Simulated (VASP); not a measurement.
Al12HO, 14 atoms in the cell. The cell holds a slab with vacuum, 14 atoms: a = 5.714 Å, b = 5.714 Å, c = 22.175 Å, α = 90.00°, β = 90.00°, γ = 90.00°. 

- Program: VASP 6.6.1
- Task: single point
- Functional: PBE
- Potentials or basis: VASP PAW PBE potentials, release 64 (Al, O, H)
- Cutoff: 520 eV
- k mesh: 5 × 5 × 1
- Occupations: gaussian, width 0.1 eV
- Spin: collinear spin, ferromagnetic start
- Starting moments: [0.0, 0.0, 0.0, 0.0, 0.0, 0.0, 0.0, 0.0, 0.0, 0.0, 0.0, 0.0, 1.0, 0.0] μB
- Dipole correction: yes
- Further INCAR settings: ALGO = Normal; EDIFF = 1e-06; NBANDS = 38

Potentials or basis: VASP PAW PBE potentials, release 64 (Al, O, H).

Run with:

```console
$ cat potpaw_PBE.64/Al/POTCAR potpaw_PBE.64/O/POTCAR potpaw_PBE.64/H/POTCAR > POTCAR
$ mpirun -np 1 vasp_std > vasp.out
```

Hardware: 1 thread of Oxide Virtual Turin-like Processor (shared host).

**Question.** Estimate the wall time of this run.

**Answer.** Run time: 21 min on 1 thread of Oxide Virtual Turin-like Processor (shared host), peak memory 0.99 GiB. Counts: scf iterations 31, k points 9.
